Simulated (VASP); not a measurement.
# Ge3Pd (Pm-3m) in VASP: notebook

Runs on Ge3Pd. Level: PBEsol+U. Tasks: single point.

Program: VASP 6.6.1. These are calculated values, not measurements. Logs are shortened: lines on timing, memory, paths and dates and some standing lists are left out, and cuts for length are marked.

### Step 1. The cell of the first run

It takes space group Pm-3m (No. 221, cubic). Conventional cell: a = 4.142 Å, b = 4.142 Å, c = 4.142 Å, α = 90.00°, β = 90.00°, γ = 90.00°. Within 3.9 Å of Pd (site symmetry m-3m) lie 12 Ge at 2.93 Å. Within 3.9 Å of Ge (site symmetry 4/mmm) lie 4 Pd at 2.93 Å and 8 Ge at 2.93 Å.

### Step 2. Single point, PBEsol+U

INCAR reads:

```
PREC = Accurate
ENCUT = 540
EDIFF = 1E-6
ISMEAR = -1
SIGMA = 0.05
LREAL = F
LASPH = T
NELM = 200
ALGO = Normal
ISIF = 2
LWAVE = F
LCHARG = F
LMAXMIX = 4
LDAU = T
LDAUTYPE = 2
LDAUL = 2 -1
LDAUU = 3 0
LDAUJ = 0 0
LDAUPRINT = 1
GGA = PS
NBANDS = 38
GGA_COMPAT = F
```

KPOINTS reads:

```
Automatic mesh
0
Gamma
  7 7 7
```

POSCAR reads:

```
Ge3Pd
1.0
    4.1420230000      0.0000000000      0.0000000000
    0.0000000000      4.1420230000      0.0000000000
    0.0000000000      0.0000000000      4.1420230000
Pd Ge
1 3
Direct
    0.0000000000      0.0000000000      0.0000000000
    0.5000000000      0.5000000000      0.0000000000
    0.5000000000      0.0000000000      0.5000000000
    0.0000000000      0.5000000000      0.5000000000
```

Potentials or basis: VASP PAW PBE potentials, release 64 (Pd_sv_GW, Ge_d).

Run with:

```bash
cat potpaw_PBE.64/Pd_sv_GW/POTCAR potpaw_PBE.64/Ge_d/POTCAR > POTCAR
mpirun -np 1 vasp_std > vasp.out
```

OUTCAR:

```text
PREC = Accurate
   ENCUT = 540
   EDIFF = 1E-6
   ISMEAR = -1
   LREAL = F
   LASPH = T
   NELM = 200
   ISIF = 2
   GGA = PS

 ion  position               nearest neighbor table
   1  0.000  0.000  0.000-
   2  0.500  0.500  0.000-
   3  0.500  0.000  0.500-
   4  0.000  0.500  0.500-

  LATTYP: Found a simple cubic cell.
 ALAT       =     4.1420230000

  Lattice vectors:

 A1 = (   4.1420230000,   0.0000000000,   0.0000000000)
 A2 = (   0.0000000000,   4.1420230000,   0.0000000000)
 A3 = (   0.0000000000,   0.0000000000,   4.1420230000)

Analysis of symmetry for initial positions (statically):
=====================================================================
 Subroutine PRICEL returns:
 Original cell was already a primitive cell.

 Routine SETGRP: Setting up the symmetry group for a
 simple cubic supercell.

 Subroutine GETGRP returns: Found 48 space group operations
 (whereof 48 operations were pure point group operations)
 out of a pool of 48 trial point group operations.

The static configuration has the point symmetry O_h .

Analysis of symmetry for dynamics (positions and initial velocities):
=====================================================================
 Subroutine PRICEL returns:
 Original cell was already a primitive cell.

 Routine SETGRP: Setting up the symmetry group for a
 simple cubic supercell.

 Subroutine GETGRP returns: Found 48 space group operations
 (whereof 48 operations were pure point group operations)
 out of a pool of 48 trial point group operations.

The dynamic configuration has the point symmetry O_h .

 Subroutine INISYM returns: Found 48 space group operations
 (whereof 48 operations are pure point group operations),
 and found     1 'primitive' translations

----------------------------------------------------------------------------------------

                                     Primitive cell

  volume of cell :      71.0620

  direct lattice vectors                    reciprocal lattice vectors
     4.142023000  0.000000000  0.000000000     0.241427921  0.000000000  0.000000000
     0.000000000  4.142023000  0.000000000     0.000000000  0.241427921  0.000000000
     0.000000000  0.000000000  4.142023000     0.000000000  0.000000000  0.241427921

  length of vectors
     4.142023000  4.142023000  4.142023000     0.241427921  0.241427921  0.241427921

  position of ions in fractional coordinates (direct lattice)
     0.000000000  0.000000000  0.000000000
     0.500000000  0.500000000  0.000000000
     0.500000000  0.000000000  0.500000000
     0.000000000  0.500000000  0.500000000

  ion indices of the primitive-cell ions
   primitive index   ion index
                 1           1
                 2           2
                 3           3
                 4           4

----------------------------------------------------------------------------------------

 KPOINTS: Automatic mesh

Automatic generation of k-mesh.
 Grid dimensions read from file:
 generate k-points for:    7    7    7

 Generating k-lattice:

  Cartesian coordinates                     Fractional coordinates (reciprocal lattice)
     0.034489703  0.000000000  0.000000000     0.142857143  0.000000000  0.000000000
     0.000000000  0.034489703  0.000000000     0.000000000  0.142857143  0.000000000
     0.000000000  0.000000000  0.034489703     0.000000000  0.000000000  0.142857143

  Length of vectors
     0.034489703  0.034489703  0.034489703

  Shift w.r.t. Gamma in fractional coordinates (k-lattice)
     0.000000000  0.000000000  0.000000000

 Subroutine IBZKPT returns following result:
 ===========================================

 Found     20 irreducible k-points:

 Following reciprocal coordinates:
            Coordinates               Weight
  0.000000  0.000000  0.000000      1.000000
  0.142857  0.000000  0.000000      6.000000
  0.285714  0.000000  0.000000      6.000000
  0.428571  0.000000  0.000000      6.000000
  0.142857  0.142857  0.000000     12.000000
  0.285714  0.142857  0.000000     24.000000
[... 12 lines left out ...]
  0.428571  0.428571  0.285714     24.000000
  0.428571  0.428571  0.428571      8.000000
   k-points           NKPTS =     20   k-points in BZ     NKDIM =     20   number of bands    NBANDS=     38
   number of dos      NEDOS =    301   number of ions     NIONS =      4
   total plane-waves  NPLWV =  32768
   dimension x,y,z NGX =    32 NGY =   32 NGZ =   32
   dimension x,y,z NGXF=    64 NGYF=   64 NGZF=   64
   ions per type =               1   3
   NGX,Y,Z   is equivalent  to a cutoff of  12.84, 12.84, 12.84 a.u.
   NGXF,Y,Z  is equivalent  to a cutoff of  25.69, 25.69, 25.69 a.u.
 SYSTEM =  unknown system
   PREC   = accura    normal or accurate (medium, high low for compatibility)
   ISTART =      0    job   : 0-new  1-cont  2-samecut
   ICHARG =      2    charge: 1-file 2-atom 10-const
   ISPIN  =      1    spin polarized calculation?
   LNONCOLLINEAR =      F non collinear calculations
   LSORBIT =      F    spin-orbit coupling
   LASPH  =      T    aspherical Exc in radial PAW
   ENCUT  =  540.0 eV  39.69 Ry    6.30 a.u.   7.85  7.85  7.85*2*pi/ulx,y,z
   NELM   =    200;   NELMIN=  2; NELMDL= -5     # of ELM steps
   EDIFF  = 0.1E-05   stopping-criterion for ELM
   LREAL  =      F    real-space projection
   EDIFFG = 0.1E-04   stopping-criterion for IOM
   NSW    =      0    number of steps for IOM
   IBRION =     -1    ionic relax: 0-MD 1-quasi-New 2-CG
   NFREE  =      0    steps in history (QN), initial steepest desc. (CG)
   ISIF   =      2    stress and relaxation
   ISYM   =      2    0-nonsym 1-usesym 2-fastsym
   POTIM  = 0.5000    time-step for ionic-motion
   TEBEG  =    0.0;   TEEND  =   0.0 temperature during run
   PSTRESS=    0.0 pullay stress
   NELECT =      60.0000    total number of electrons
   NUPDOWN=      -1.0000    fix difference up-down
   EMIN   =  10.00;   EMAX   =-10.00  energy-range for DOS
   EFERMI =   0.00;   METHOD = LEGACY
   ISMEAR =    -1;   SIGMA  =   0.05  broadening in eV -4-tet -1-fermi 0-gaus
   EFERMI_NEDOS =   21; number of points for ismear=-14 and -15
   IALGO  =     38    algorithm
   IMIX   =      4    mixing-type and parameters
     AMIX     =   0.40;   BMIX     =  1.00
     AMIX_MAG =   1.60;   BMIX_MAG =  1.00
  volume/ion in A,a.u.               =      17.77       119.89
  Fermi-wavevector in a.u.,A,eV,Ry     =   1.547317  2.924006 32.574948  2.394191
  Thomas-Fermi vector in A             =   2.652428
   LORBIT       =      0    0 simple, 1 ext, 2 COOP (PROOUT), +10 PAW based schemes
 LDA+U is selected, type is set to LDAUTYPE =  2
   angular momentum for each species LDAUL =     2   -1
   U (eV)           for each species LDAUU =   3.0  0.0
   J (eV)           for each species LDAUJ =   0.0  0.0
   GGA     = PS    functional components
   LHFCALC =     F    Hartree Fock is set to
   AEXX    =    0.0000 exact exchange contribution
   IVDW    =     0    specifies the selected vdW correction
   LEPSILON=     F    determine dielectric tensor
   LRPA    =     F    only Hartree local field effects (RPA)
 non-spin polarized calculation
  energy-cutoff  :      540.00
  volume of cell :       71.06
 maximum number of plane-waves:      2038
 NGX is ok and might be reduce to    32
   NGX = 15   NGY = 15   NGZ = 15

atom =   1  type =  1  l = 2

 onsite density matrix

spin component  1

  0.7598 -0.0000  0.0000 -0.0000 -0.0000
 -0.0000  0.7598 -0.0000 -0.0000 -0.0000
  0.0000 -0.0000  0.7738 -0.0000  0.0000
 -0.0000 -0.0000 -0.0000  0.7598  0.0000
 -0.0000 -0.0000  0.0000  0.0000  0.7738

spin component  2

  0.7598 -0.0000  0.0000 -0.0000 -0.0000
 -0.0000  0.7598 -0.0000 -0.0000 -0.0000
  0.0000 -0.0000  0.7738 -0.0000  0.0000
 -0.0000 -0.0000 -0.0000  0.7598  0.0000
 -0.0000 -0.0000  0.0000  0.0000  0.7738

 occupancies and eigenvectors

  o =  0.7598  v =  1.0000  0.0000  0.0000  0.0000  0.0000  0.0000  0.0000  0.0000  0.0000  0.0000      0.0000  0.0000  0.0000  0.0000  0.0000  0.0000  0.0000  0.0000  0.0000  0.0000
  o =  0.7598  v =  0.0000  0.2317 -0.0000 -0.9728  0.0000  0.0000  0.0000  0.0000  0.0000  0.0000      0.0000  0.0000  0.0000  0.0000  0.0000  0.0000  0.0000  0.0000  0.0000  0.0000
  o =  0.7598  v =  0.0000  0.0000  0.0000  0.0000  0.0000  1.0000  0.0000  0.0000  0.0000  0.0000      0.0000  0.0000  0.0000  0.0000  0.0000  0.0000  0.0000  0.0000  0.0000  0.0000
  o =  0.7598  v =  0.0000  0.0000  0.0000  0.0000  0.0000  0.0000  0.2317 -0.0000 -0.9728  0.0000      0.0000  0.0000  0.0000  0.0000  0.0000  0.0000  0.0000  0.0000  0.0000  0.0000
  o =  0.7598  v =  0.0000 -0.9728 -0.0000 -0.2317  0.0000  0.0000  0.0000  0.0000  0.0000  0.0000      0.0000  0.0000  0.0000  0.0000  0.0000  0.0000  0.0000  0.0000  0.0000  0.0000
  o =  0.7598  v =  0.0000  0.0000  0.0000  0.0000  0.0000  0.0000 -0.9728 -0.0000 -0.2317  0.0000      0.0000  0.0000  0.0000  0.0000  0.0000  0.0000  0.0000  0.0000  0.0000  0.0000
  o =  0.7738  v =  0.0000  0.0000  0.0000  0.0000  0.0000  0.0000  0.0000  0.9996 -0.0000 -0.0277      0.0000  0.0000  0.0000  0.0000  0.0000  0.0000  0.0000  0.0000  0.0000  0.0000
  o =  0.7738  v =  0.0000  0.0000  0.9996 -0.0000 -0.0277  0.0000  0.0000  0.0000  0.0000  0.0000      0.0000  0.0000  0.0000  0.0000  0.0000  0.0000  0.0000  0.0000  0.0000  0.0000
  o =  0.7738  v =  0.0000  0.0000  0.0000  0.0000  0.0000  0.0000  0.0000  0.0277  0.0000  0.9996      0.0000  0.0000  0.0000  0.0000  0.0000  0.0000  0.0000  0.0000  0.0000  0.0000
  o =  0.7738  v =  0.0000  0.0000  0.0277  0.0000  0.9996  0.0000  0.0000  0.0000  0.0000  0.0000      0.0000  0.0000  0.0000  0.0000  0.0000  0.0000  0.0000  0.0000  0.0000  0.0000

 number of electron      60.0000071 magnetization

 Free energy of the ion-electron system (eV)
  ---------------------------------------------------
  ext. energy  EPLUGINS =         0.00000000
  ---------------------------------------------------
  free energy    TOTEN  =       -16.39481855 eV

  energy without entropy =      -16.37857938  energy(sigma->0) =      -16.38669897

 E-fermi :   7.0666     XC(G=0): -11.9203

 val. band max:        7.0270503736   @ k =   0.4286   0.4286   0.1429
 cond. band min:       7.1191029491   @ k =   0.4286   0.4286   0.0000
 fundamental gap:      0.0920525754
 Fermi energy:         7.0665539536

 k-point     1 :       0.0000    0.0000    0.0000
  band No.  band energies     occupation
      1     -76.3939      2.00000
      2     -42.2059      2.00000
      3     -42.2059      2.00000
      4     -42.2059      2.00000
      5     -17.6169      2.00000
      6     -17.6169      2.00000
[... 30 lines left out ...]
     37      12.7202      0.00000
     38      16.0847      0.00000

 k-point     2 :       0.1429    0.0000    0.0000
  band No.  band energies     occupation
      1     -76.3939      2.00000
      2     -42.2063      2.00000
      3     -42.2060      2.00000
      4     -42.2060      2.00000
      5     -17.6157      2.00000
      6     -17.6089      2.00000
[... 30 lines left out ...]
     37      12.1889      0.00000
     38      16.0818      0.00000

 k-point     3 :       0.2857    0.0000    0.0000
  band No.  band energies     occupation
      1     -76.3939      2.00000
      2     -42.2069      2.00000
      3     -42.2060      2.00000
      4     -42.2060      2.00000
      5     -17.6129      2.00000
      6     -17.5865      2.00000
[... 30 lines left out ...]
     37      12.2366      0.00000
     38      16.0747      0.00000

 k-point     4 :       0.4286    0.0000    0.0000
  band No.  band energies     occupation
      1     -76.3939      2.00000
      2     -42.2078      2.00000
      3     -42.2060      2.00000
      4     -42.2060      2.00000
      5     -17.6106      2.00000
      6     -17.5706      2.00000
[... 30 lines left out ...]
     37      13.5939      0.00000
     38      16.0659      0.00000
[... 539 lines left out ...]
      4     -42.2066      2.00000
      5     -17.5836      2.00000
      6     -17.5701      2.00000
[... 30 lines left out ...]
     37      13.8438      0.00000
     38      16.0347      0.00000

 k-point    19 :       0.4286    0.4286    0.2857
  band No.  band energies     occupation
      1     -76.3939      2.00000
      2     -42.2074      2.00000
      3     -42.2072      2.00000
      4     -42.2068      2.00000
      5     -17.5774      2.00000
      6     -17.5692      2.00000
[... 30 lines left out ...]
     37      14.5464      0.00000
     38      17.3925      0.00000

 k-point    20 :       0.4286    0.4286    0.4286
  band No.  band energies     occupation
      1     -76.3939      2.00000
      2     -42.2073      2.00000
      3     -42.2070      2.00000
      4     -42.2070      2.00000
      5     -17.5781      2.00000
      6     -17.5727      2.00000
[... 30 lines left out ...]
     37      14.5658      0.00000
     38      18.7985      0.00000

------------------------ aborting loop because EDIFF is reached ----------------------------------------

  FORCE on cell =-STRESS in cart. coord.  units (eV):
  Direction    XX          YY          ZZ          XY          YZ          ZX
  --------------------------------------------------------------------------------------
  -------------------------------------------------------------------------------------
  Total       -2.2835011     -2.2835011     -2.2835011      0.0000000      0.0000000     -0.0000000
  in kB      -51.4842372    -51.4842372    -51.4842372      0.0000000      0.0000000     -0.0000000
  external PRESSURE =     -51.4842372 kB  Pullay stress =       0.0000000 kB

 VOLUME and BASIS-vectors are now :
 -----------------------------------------------------------------------------
  energy-cutoff  :      540.00
  volume of cell :       71.06
      direct lattice vectors                 reciprocal lattice vectors
     4.142023000  0.000000000  0.000000000     0.241427921  0.000000000  0.000000000
     0.000000000  4.142023000  0.000000000     0.000000000  0.241427921  0.000000000
     0.000000000  0.000000000  4.142023000     0.000000000  0.000000000  0.241427921

 POSITION                                       TOTAL-FORCE (eV/Angst)
 -----------------------------------------------------------------------------------
      0.00000      0.00000      0.00000         0.000000      0.000000      0.000000
      2.07101      2.07101      0.00000         0.000000      0.000000      0.000000
      2.07101      0.00000      2.07101         0.000000      0.000000      0.000000
      0.00000      2.07101      2.07101         0.000000      0.000000      0.000000
 -----------------------------------------------------------------------------------
    total drift:                                0.000000     -0.000000     -0.000000

  FREE ENERGIE OF THE ION-ELECTRON SYSTEM (eV)
  ---------------------------------------------------
  free  energy   TOTEN  =       -16.3948185539 eV

  energy  without entropy=      -16.3785793806  energy(sigma->0) =      -16.38669897
```

It took 47 s on 1 thread of Intel Xeon Platinum 8375C at 2.90GHz (Ice Lake), shared host; peak memory 0.21 GiB.

Results:

```yaml
Free_energy: -16.3948 eV
Pressure: -5.1 GPa
Band_gap_on_the_k_mesh: zero (band 30 reaches 7.20 eV, above the bottom of band 31 at 5.55 eV)
```

Eigenvalues of the final occupation matrices:
| site | spin | trace | eigenvalues |
| --- | --- | --- | --- |
| site 1 d | 1 | 3.83 | 0.76 0.76 0.76 0.77 0.77 |
| site 1 d | 2 | 3.83 | 0.76 0.76 0.76 0.77 0.77 |

Caveat: the PAW data sets were made with another functional, which shifts forces and pressure a little; U without spin polarisation on a metal has little footing; the U is typed as a test and isn't derived for this compound.

### Step 3. Single point, PBEsol+U

INCAR reads:

```
SYSTEM = Ge3Pd
  PREC = Accurate
  ENCUT = 540
  EDIFF = 1E-6
  ISMEAR = -1
  SIGMA = 0.05
  LREAL = .FALSE.
  LASPH = .TRUE.
  NELM = 200
  ALGO = Normal
  ISIF = 2
  LWAVE = .FALSE.
  LCHARG = .FALSE.
  LMAXMIX = 4
  LDAU = .TRUE.
  LDAUTYPE = 2
  LDAUL = 2 -1
  LDAUU = 2 0
  LDAUJ = 0 0
  LDAUPRINT = 1
  GGA = PS
  NBANDS = 38
  GGA_COMPAT = .FALSE.
```

KPOINTS reads:

```
Automatic mesh
0
G
  7 7 7
  0 0 0
```

POSCAR is that of step 2.

Potentials or basis: VASP PAW PBE potentials, release 64 (Pd_sv_GW, Ge_d).

Run with:

```bash
cat potpaw_PBE.64/Pd_sv_GW/POTCAR potpaw_PBE.64/Ge_d/POTCAR > POTCAR
mpirun -np 1 vasp_std > vasp.out
```

It took 56 s on 1 thread of Intel Xeon Platinum 8488C (Sapphire Rapids), shared host; peak memory 0.21 GiB.

It converged, with:

```
Free energy            : -17.2960 eV
Pressure               : -5.2 GPa
Band gap on the k mesh : zero (band 30 reaches 7.21 eV, above the bottom of band 31 at 5.60 eV)
```

Levels at points of the mesh, in eV from the Fermi level:
| k point | band 28 | band 29 | band 30 | band 31 | band 32 | band 33 |
| --- | --- | --- | --- | --- | --- | --- |
| (0.00, 0.00, 0.00) | -2.73 | -1.65 | -1.65 | 0.89 | 3.00 | 3.00 |

Eigenvalues of the final occupation matrices:
```tsv
site	spin	trace	eigenvalues
site 1 d	1	3.81	0.76 0.76 0.76 0.77 0.77
site 1 d	2	3.81	0.76 0.76 0.76 0.77 0.77
```

Caveat: the PAW data sets were made with another functional, which shifts forces and pressure a little; U without spin polarisation on a metal has little footing; the U is typed as a test and isn't derived for this compound.

(Continued in part 2 of 2.)
